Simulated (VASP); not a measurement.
# GaSb (I-4m2) in VASP: further runs

Runs on GaSb. Level: LDA. Tasks: single point.

Everything below comes from runs of VASP 6.6.1. Logs are shortened: lines on timing, memory, paths and dates and some standing lists are left out, and cuts for length are marked.

## (1) The cell of the first run

The structure is tetragonal, space group I-4m2 (No. 119). The conventional cell has a = 5.004 Å, b = 5.004 Å, c = 3.447 Å, α = 90.00°, β = 90.00°, γ = 90.00°. Within 3.6 Å of Ga (site symmetry -4m2) lie 8 Sb at 2.65 to 3.60 Å and 2 Ga at 3.45 Å. Within 3.6 Å of Sb (site symmetry -4m2) lie 8 Ga at 2.65 to 3.60 Å and 2 Sb at 3.45 Å.

## (2) Single point, LDA

Input file INCAR:

```
PREC     = Accurate       # precision mode
ENCUT    = 520            # plane-wave cutoff, eV
EDIFF    = 1E-6           # SCF threshold, eV
ISMEAR   = 0              # smearing method
SIGMA    = 0.15           # smearing width, eV
LREAL    = False          # projectors in reciprocal space
LASPH    = True           # aspherical terms in the spheres
NELM     = 60             # most SCF steps
ALGO     = Normal         # electronic algorithm
ISIF     = 2              # what is computed and relaxed
LWAVE    = False          # write WAVECAR
LCHARG   = False          # write CHGCAR
NBANDS   = 16             # bands
```

Input file KPOINTS:

```
regular mesh
0
Gamma
  16 16 16
```

Input file POSCAR:

```
GaSb
1.0
   -2.5020000000      2.5020000000      1.7233000000
    2.5020000000     -2.5020000000      1.7233000000
    2.5020000000      2.5020000000     -1.7233000000
Ga Sb
1 1
Direct
    0.2500000000      0.7500000000      0.5000000000
    0.0000000000      0.0000000000      0.0000000000
```

Potentials or basis: VASP PAW LDA potentials, release 64 (Ga_d, Sb).

On the command line:

```console
$ cat potpaw_LDA.64/Ga_d/POTCAR potpaw_LDA.64/Sb/POTCAR > POTCAR
$ mpirun -np 1 vasp_std > vasp.out
```

OUTCAR:

```text
PREC = Accurate
   ENCUT = 520
   EDIFF = 1E-6
   ISMEAR = 0
   LREAL = False
   LASPH = True
   NELM = 60
   ISIF = 2

 ion  position               nearest neighbor table
   1  0.250  0.750  0.500-   2 2.65   2 2.65   2 2.65   2 2.65
   2  0.000  0.000  0.000-   1 2.65   1 2.65   1 2.65   1 2.65

  LATTYP: Found a body centered tetragonal cell.
 ALAT       =     5.0040000000
 C/A-ratio  =     0.6887689848

  Lattice vectors:

 A1 = (  -2.5020000000,   2.5020000000,   1.7233000000)
 A2 = (   2.5020000000,  -2.5020000000,   1.7233000000)
 A3 = (   2.5020000000,   2.5020000000,  -1.7233000000)

Analysis of symmetry for initial positions (statically):
=====================================================================
 Subroutine PRICEL returns:
 Original cell was already a primitive cell.

 Routine SETGRP: Setting up the symmetry group for a
 body centered tetragonal supercell.

 Subroutine GETGRP returns: Found  8 space group operations
 (whereof  8 operations were pure point group operations)
 out of a pool of 16 trial point group operations.

The static configuration has the point symmetry D_2d.

Analysis of symmetry for dynamics (positions and initial velocities):
=====================================================================
 Subroutine PRICEL returns:
 Original cell was already a primitive cell.

 Routine SETGRP: Setting up the symmetry group for a
 body centered tetragonal supercell.

 Subroutine GETGRP returns: Found  8 space group operations
 (whereof  8 operations were pure point group operations)
 out of a pool of 16 trial point group operations.

The dynamic configuration has the point symmetry D_2d.

 Subroutine INISYM returns: Found  8 space group operations
 (whereof  8 operations are pure point group operations),
 and found     1 'primitive' translations

----------------------------------------------------------------------------------------

                                     Primitive cell

  volume of cell :      43.1515

  direct lattice vectors                    reciprocal lattice vectors
    -2.502000000  2.502000000  1.723300000     0.000000000  0.199840128  0.290141009
     2.502000000 -2.502000000  1.723300000     0.199840128  0.000000000  0.290141009
     2.502000000  2.502000000 -1.723300000     0.199840128  0.199840128  0.000000000

  length of vectors
     3.935704624  3.935704624  3.935704624     0.352303678  0.352303678  0.282616619

[... 73 lines left out ...]
   ICHARG =      2    charge: 1-file 2-atom 10-const
   ISPIN  =      1    spin polarized calculation?
   LNONCOLLINEAR =      F non collinear calculations
   LSORBIT =      F    spin-orbit coupling
   LASPH  =      T    aspherical Exc in radial PAW
   ENCUT  =  520.0 eV  38.22 Ry    6.18 a.u.   7.32  7.32  7.32*2*pi/ulx,y,z
   NELM   =     60;   NELMIN=  2; NELMDL= -5     # of ELM steps
   EDIFF  = 0.1E-05   stopping-criterion for ELM
   LREAL  =      F    real-space projection
   EDIFFG = 0.1E-04   stopping-criterion for IOM
   NSW    =      0    number of steps for IOM
   IBRION =     -1    ionic relax: 0-MD 1-quasi-New 2-CG
   NFREE  =      0    steps in history (QN), initial steepest desc. (CG)
   ISIF   =      2    stress and relaxation
   ISYM   =      2    0-nonsym 1-usesym 2-fastsym
   POTIM  = 0.5000    time-step for ionic-motion
   TEBEG  =    0.0;   TEEND  =   0.0 temperature during run
   PSTRESS=    0.0 pullay stress
   NELECT =      18.0000    total number of electrons
   NUPDOWN=      -1.0000    fix difference up-down
   EMIN   =  10.00;   EMAX   =-10.00  energy-range for DOS
   EFERMI =   0.00;   METHOD = LEGACY
   ISMEAR =     0;   SIGMA  =   0.15  broadening in eV -4-tet -1-fermi 0-gaus
   EFERMI_NEDOS =   21; number of points for ismear=-14 and -15
   IALGO  =     38    algorithm
   IMIX   =      4    mixing-type and parameters
     AMIX     =   0.40;   BMIX     =  1.00
     AMIX_MAG =   1.60;   BMIX_MAG =  1.00
  volume/ion in A,a.u.               =      21.58       145.60
  Fermi-wavevector in a.u.,A,eV,Ry     =   1.223209  2.311529 20.357569  1.496239
  Thomas-Fermi vector in A             =   2.358328
   LORBIT       =      0    0 simple, 1 ext, 2 COOP (PROOUT), +10 PAW based schemes
   GGA     = CA    functional components
   LHFCALC =     F    Hartree Fock is set to
   AEXX    =    0.0000 exact exchange contribution
   IVDW    =     0    specifies the selected vdW correction
   LEPSILON=     F    determine dielectric tensor
   LRPA    =     F    only Hartree local field effects (RPA)
 non-spin polarized calculation
 Gauss-broadening in eV      SIGMA  =   0.15
  energy-cutoff  :      520.00
  volume of cell :       43.15
 maximum number of plane-waves:      1183
 NGX is ok and might be reduce to    30
   NGX = 15   NGY = 15   NGZ = 15

 number of electron      17.9999995 magnetization

 Free energy of the ion-electron system (eV)
  ---------------------------------------------------
  ext. energy  EPLUGINS =         0.00000000
  ---------------------------------------------------
  free energy    TOTEN  =        -8.19363112 eV

  energy without entropy =       -8.18520377  energy(sigma->0) =       -8.18941744

 E-fermi :   7.6953     XC(G=0): -10.9381

 val. band max:        7.6898811370   @ k =  -0.3750   0.1875   0.0625
 cond. band min:       7.7003052424   @ k =   0.0625   0.0625   0.0000
 fundamental gap:      0.0104241054
 Fermi energy:         7.6952830117

 k-point     1 :       0.0000    0.0000    0.0000
  band No.  band energies     occupation
      1      -7.5523      2.00000
      2      -7.5097      2.00000
      3      -7.4954      2.00000
      4      -7.4932      2.00000
      5      -7.4932      2.00000
      6      -5.1473      2.00000
[... 433 lines left out ...]
      3      -7.4957      2.00000
      4      -7.4925      2.00000
      5      -7.4916      2.00000
      6      -5.1027      2.00000
[... 8 lines left out ...]
     15      16.2594      0.00000
     16      17.1650      0.00000

 [... further k-points ...]
[... 5 lines left out ...]
  --------------------------------------------------------------------------------------
  -------------------------------------------------------------------------------------
  Total        2.2876157      2.2876157      0.0403855      0.0000000      0.0000000      0.0000000
  in kB       84.9372432     84.9372432      1.4994803      0.0000000      0.0000000      0.0000000
  external PRESSURE =      57.1246556 kB  Pullay stress =       0.0000000 kB

 VOLUME and BASIS-vectors are now :
 -----------------------------------------------------------------------------
  energy-cutoff  :      520.00
  volume of cell :       43.15
      direct lattice vectors                 reciprocal lattice vectors
    -2.502000000  2.502000000  1.723300000     0.000000000  0.199840128  0.290141009
     2.502000000 -2.502000000  1.723300000     0.199840128  0.000000000  0.290141009
     2.502000000  2.502000000 -1.723300000     0.199840128  0.199840128  0.000000000

 POSITION                                       TOTAL-FORCE (eV/Angst)
 -----------------------------------------------------------------------------------
      2.50200      0.00000      0.86165         0.000000     -0.000000      0.000000
      0.00000      0.00000      0.00000        -0.000000      0.000000     -0.000000
 -----------------------------------------------------------------------------------
    total drift:                                0.000000     -0.000000      0.000000

  FREE ENERGIE OF THE ION-ELECTRON SYSTEM (eV)
  ---------------------------------------------------
  free  energy   TOTEN  =        -8.1936311198 eV

  energy  without entropy=       -8.1852037690  energy(sigma->0) =       -8.18941744
```

It took 84 s on 1 thread of AMD EPYC 9R45 (Zen 5), shared host; peak memory 0.32 GiB.

Results:

```yaml
Free_energy: -8.1936 eV
Pressure: 5.7 GPa
Band_gap_on_the_k_mesh: zero (bands 9 and 10 overlap by 5.22 eV)
```

Stress tensor (GPa, compression positive):
```
8.49 0.00 0.00
0.00 8.49 0.00
0.00 0.00 0.15
```

Levels at points of the mesh, in eV from the Fermi level:
```csv
k point,band 6,band 7,band 8,band 9,band 10,band 11,band 12,band 13
"(0.00, 0.00, 0.00)",-12.84,-1.40,-1.40,-0.82,3.48,4.12,5.71,7.20
"(0.50, 0.00, 0.00)",-9.49,-6.67,-2.30,-1.98,-0.95,2.22,4.12,6.31
"(0.50, 0.50, 0.00)",-10.68,-8.65,0.54,1.11,3.90,3.90,4.30,5.01
"(0.50, 0.50, 0.50)",-8.77,-5.74,-5.42,-5.42,1.01,2.29,11.75,11.75
```

Caveat: the stress differs along the axes, from 0 to 8 GPa; spin-orbit coupling is left out, which moves the levels of the heavy elements.

## (3) Single point, LDA

This run uses another cell than the first one, of 21.86 Å³/atom.

Input file INCAR:

```
PREC = Accurate
ENCUT = 520
EDIFF = 1E-7
ISMEAR = 0
SIGMA = 0.15
LREAL = F
LASPH = T
NELM = 80
ALGO = Normal
ISIF = 2
LWAVE = F
LCHARG = F
GGA = CA
NBANDS = 16
```

Input file KPOINTS:

```
Automatic mesh
0
Gamma
  16 16 16
```

Input file POSCAR:

```
GaSb
1.0
   -2.5647500000      2.5647500000      1.6617500000
    2.5647500000     -2.5647500000      1.6617500000
    2.5647500000      2.5647500000     -1.6617500000
Ga Sb
1 1
Direct
    0.2500000000      0.7500000000      0.5000000000
    0.0000000000      0.0000000000      0.0000000000
```

Potentials or basis: VASP PAW LDA potentials, release 64 (Ga_d, Sb).

On the command line:

```console
$ cat potpaw_LDA.64/Ga_d/POTCAR potpaw_LDA.64/Sb/POTCAR > POTCAR
$ mpirun -np 1 vasp_std > vasp.out
```

Run time: 83 s. Hardware: 1 thread of AMD EPYC 9R45 (Zen 5), shared host; peak memory 0.33 GiB.

Results (log left out):

```yaml
Free_energy: -8.2895 eV
Pressure: 3.1 GPa
Band_gap_on_the_k_mesh: zero (bands 9 and 10 overlap by 5.47 eV)
```

Stress tensor (GPa, compression positive):
```
 5.13  0.00  0.00
 0.00  5.13  0.00
 0.00  0.00 -1.05
```

Levels at points of the mesh, in eV from the Fermi level:
```tsv
k point	band 6	band 7	band 8	band 9	band 10	band 11	band 12	band 13
(0.00, 0.00, 0.00)	-12.72	-1.63	-1.63	-1.52	3.81	4.03	6.34	7.56
(0.50, 0.00, 0.00)	-9.18	-6.44	-2.21	-2.12	-1.09	2.21	3.82	5.93
(0.50, 0.50, 0.00)	-10.74	-8.60	0.47	1.57	3.39	3.43	4.11	5.34
(0.50, 0.50, 0.50)	-9.03	-5.88	-5.43	-5.43	1.80	3.13	11.79	11.79
```

Caveat: the stress differs along the axes, from -1 to 5 GPa; spin-orbit coupling is left out, which moves the levels of the heavy elements.

## (4) Single point, LDA

This run uses another cell than the first one, of 21.85 Å³/atom.

Input file INCAR:

```
SYSTEM = GaSb
  PREC = Accurate
  ENCUT = 520
  EDIFF = 1E-6
  ISMEAR = 0
  SIGMA = 0.15
  LREAL = .FALSE.
  LASPH = .TRUE.
  NELM = 80
  ALGO = Normal
  ISIF = 2
  LWAVE = .FALSE.
  LCHARG = .FALSE.
  GGA = CA
  NBANDS = 16
```

Input file KPOINTS:

```
regular mesh
0
G
  16 16 16
  0 0 0
```

Input file POSCAR:

```
GaSb
1.0
   -2.6006500000      2.6006500000      1.6156000000
    2.6006500000     -2.6006500000      1.6156000000
    2.6006500000      2.6006500000     -1.6156000000
Ga Sb
1 1
Direct
    0.2500000000      0.7500000000      0.5000000000
    0.0000000000      0.0000000000      0.0000000000
```

On the command line:

```console
$ cat potpaw_LDA.64/Ga_d/POTCAR potpaw_LDA.64/Sb/POTCAR > POTCAR
$ mpirun -np 1 vasp_std > vasp.out
```

Wall time 82 s (1 thread of AMD EPYC 9R45 (Zen 5), shared host); peak memory 0.33 GiB.

Results (log left out):

```
Free energy            : -8.3339 eV
Pressure               : 2.5 GPa
Band gap on the k mesh : zero (bands 9 and 10 overlap by 5.59 eV)
```

Stress tensor (GPa, compression positive):
```
 4.27  0.00  0.00
 0.00  4.27  0.00
 0.00  0.00 -1.14
```

Levels at points of the mesh, in eV from the Fermi level:
| k point | band 5 | band 6 | band 7 | band 8 | band 9 | band 10 | band 11 | band 12 | band 13 | band 14 |
| --- | --- | --- | --- | --- | --- | --- | --- | --- | --- | --- |
| (0.00, 0.00, 0.00) | -15.10 | -12.73 | -1.97 | -1.82 | -1.82 | 3.60 | 4.52 | 6.86 | 7.69 | 7.69 |
| (0.50, 0.00, 0.00) | -15.07 | -8.98 | -6.33 | -2.36 | -2.00 | -1.20 | 2.21 | 3.66 | 5.73 | 8.86 |
| (0.50, 0.50, 0.00) | -15.08 | -10.86 | -8.64 | 0.33 | 1.76 | 3.03 | 3.09 | 4.20 | 5.75 | 7.66 |
| (0.50, 0.50, 0.50) | -15.08 | -9.24 | -6.02 | -5.49 | -5.49 | 2.42 | 3.78 | 11.76 | 11.76 | 12.81 |

Caveat: the stress differs along the axes, from -1 to 4 GPa; spin-orbit coupling is left out, which moves the levels of the heavy elements.

## (5) The runs side by side

```csv
cell,gap on the mesh (eV),pressure (GPa)
"a = 3.936 Å, angles 101.1, 101.1, 128.1°, 2 atoms",none,5.7
"a = 3.990 Å, angles 100.0, 100.0, 130.8°, 2 atoms",none,3.1
"a = 4.017 Å, angles 99.3, 99.3, 132.6°, 2 atoms",none,2.5
```

Alike in all rows: task single point; level LDA; potentials or basis VASP PAW LDA potentials, release 64 (Ga_d, Sb); no spin polarisation; k mesh 16 × 16 × 16; cutoff (eV) 520; smearing gaussian 0.15 eV.

Caveats: spin-orbit coupling is left out, which moves the levels of the heavy elements; the stress differs along the axes, from 0 to 8 GPa (at least some runs); the stress differs along the axes, from -1 to 5 GPa (at least some runs); the stress differs along the axes, from -1 to 4 GPa (at least some runs).

Total energies depend on the potentials used, so only differences within one code and one set of settings carry meaning.

The gap in the log of VASP goes by the Fermi energy; the results here count the filled bands.